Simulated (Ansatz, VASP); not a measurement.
# I: VASP beside Ansatz

```
I
1.0
     0.00000    2.60059    2.60059
     2.60059    0.00000    2.60059
     2.60059    2.60059    0.00000
I
1
Direct
  0.00000 0.00000 0.00000
```

Alike in both runs: functional PBE; k mesh 14 × 14 × 14; occupations fermi-dirac, width 0.08 eV; no spin polarisation.

Ansatz relaxed the structure, and its values are those at the end. VASP's run is a single point on that final structure, the one shown.

```csv
,VASP,Ansatz
version,VASP 6.6.1,Ansatz 0.2.0
potentials or method,"VASP PAW PBE potentials, release 64 (I)","PAW with Ansatz's default frozen-core files, scalar-relativistic"
plane-wave cutoff (eV),520,420
valence electrons in the cell,7,17
```

```csv
,VASP,Ansatz,Ansatz less VASP
pressure (GPa),0.0,0.0,+0.05
```

VASP's potentials hold 7 valence electrons a cell and Ansatz's 17, so a difference there can come from the potentials and not from the codes.

Spin-orbit coupling is off throughout.
